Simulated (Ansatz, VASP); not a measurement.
One calculation of Ni, two programs

```
Ni
1.0
     0.00000    1.71044    1.71044
     1.71044    0.00000    1.71044
     1.71044    1.71044    0.00000
Ni
1
Direct
  0.00000 0.00000 0.00000
```

Alike in both runs: task single point; functional LDA; k mesh 16 × 16 × 16; no spin polarisation.

```csv
,VASP,Ansatz
version,VASP 6.6.1,Ansatz 0.2.0
potentials or method,"VASP PAW LDA potentials, release 64 (Ni), cutoff 600 eV","plane waves (420 eV) with PAW, scalar-relativistic"
occupations,"methfessel-paxton of order 1, width 0.2 eV","cold, width 0.2 eV"
valence electrons in the cell,10,18
```

VASP gave:

```
pressure (GPa) : -0.7
```

Task: Which values does Ansatz return?

Result: Pressure (GPa): -0.6.

Ansatz warns that its potentials were made for another functional, while VASP's fit it. LDA's correlation is that of Perdew and Zunger in VASP and of Perdew and Wang (1992) in Ansatz. VASP's potentials hold 10 valence electrons a cell and Ansatz's 18, so a difference there can come from the potentials and not from the codes.
